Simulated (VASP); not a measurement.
A run of VASP 6.6.1:

File INCAR:

```
PREC = Accurate
ENCUT = 520
EDIFF = 1E-6
ISMEAR = 0
SIGMA = 0.05
LREAL = False
LASPH = True
NELM = 80
ALGO = Normal
ISIF = 2
LWAVE = False
LCHARG = False
LDIPOL = True
IDIPOL = 3
DIPOL = 0.5 0.5 0.416
GGA = PE
IVDW = 12
NBANDS = 31
```

The input KPOINTS:

```
regular mesh
0
Gamma
  9 9 1
```

The input POSCAR:

```
PtS2
1.0
    3.5415278079      0.0000000000      0.0000000000
   -1.7707639039      3.0670530498      0.0000000000
    0.0000000000      0.0000000000     22.4670615492
S Pt
4 2
Direct
    0.6666666667      0.3333333333      0.2002932155
    0.3333333333      0.6666666667      0.3108341854
    0.7777777778      0.2222222222      0.5218097057
    1.1111111111     -0.1111111111      0.6323506756
    0.0000000000      0.0000000000      0.2555637004
    1.4444444444      0.5555555556      0.5770801906
```

Potentials or basis: VASP PAW PBE potentials, release 64 (S, Pt).

The run is started by

```sh
$ cat potpaw_PBE.64/S/POTCAR potpaw_PBE.64/Pt/POTCAR > POTCAR
$ mpirun -np 1 vasp_std > vasp.out
```

Hardware: 1 thread of Intel(R) Xeon(R) 6975P-C (Granite Rapids) (shared host).

**Question.** Estimate the wall time of this run.

**Answer.** Run time: 120 s on 1 thread of Intel(R) Xeon(R) 6975P-C (Granite Rapids) (shared host), peak memory 0.42 GiB. Counts: scf iterations 20, k points 25.
